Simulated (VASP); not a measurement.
## C: relaxation of cell and atoms with LDA

Crystal: C.

```
CELL_PARAMETERS angstrom
0.00000 1.76580 1.76580
1.76580 0.00000 1.76580
1.76580 1.76580 0.00000
ATOMIC_POSITIONS crystal
C 0.00000 0.00000 0.00000
C 0.25000 0.25000 0.25000
```

```
Program                : VASP 6.6.1
Task                   : relaxation of cell and atoms
Functional             : LDA
Potentials or basis    : VASP PAW LDA potentials, release 64 (C)
Cutoff                 : 600 eV
k mesh                 : 12 × 12 × 12
Occupations            : gaussian, width 0.02 eV
Spin                   : no spin polarisation
Dipole correction      : no
Further INCAR settings : ALGO = Normal; EDIFF = 1e-07; IBRION = 2; EDIFFG = -0.002; NSW = 100; ISIF = 3
```

```yaml
Relaxed_volume: 5.52 Å³/atom
Relaxed_cell: a = 2.499 Å, b = 2.499 Å, c = 2.499 Å, α = 60.00°, β = 60.00°, γ = 60.00°
Space_group_after_relaxing_to_0.1_Å: Fd-3m (No. 227)
Energy_gained_by_relaxing: 0.0 meV/atom
Ionic_steps: 3
Pressure_after_relaxing: 0.0 GPa
Band_gap_on_the_k_mesh: 4.19 eV (least direct gap 5.62 eV)
```

Final structure:
```
C
1.0
     0.00000    1.76692    1.76692
     1.76692    0.00000    1.76692
     1.76692    1.76692    0.00000
C
2
Cartesian
  0.0000 0.0000 0.0000
  0.8835 0.8835 0.8835
```

Levels at points of the mesh, in eV from the valence-band top:
| k point | band 1 | band 2 | band 3 | band 4 | band 5 | band 6 | band 7 | band 8 |
| --- | --- | --- | --- | --- | --- | --- | --- | --- |
| (0.00, 0.00, 0.00) | -21.69 | 0.00 | 0.00 | 0.00 | 5.62 | 5.62 | 5.62 | 14.20 |
| (0.50, 0.00, 0.00) | -15.69 | -13.67 | -2.86 | -2.86 | 8.50 | 8.50 | 9.40 | 15.66 |
| (0.50, 0.50, 0.00) | -12.81 | -12.81 | -6.46 | -6.46 | 4.77 | 4.77 | 17.05 | 17.05 |

It took 4.9 s on 1 thread of Intel(R) Xeon(R) 6975P-C (Granite Rapids), with other jobs on the host, peak memory 0.11 GiB.

A k mesh can miss the band edges.
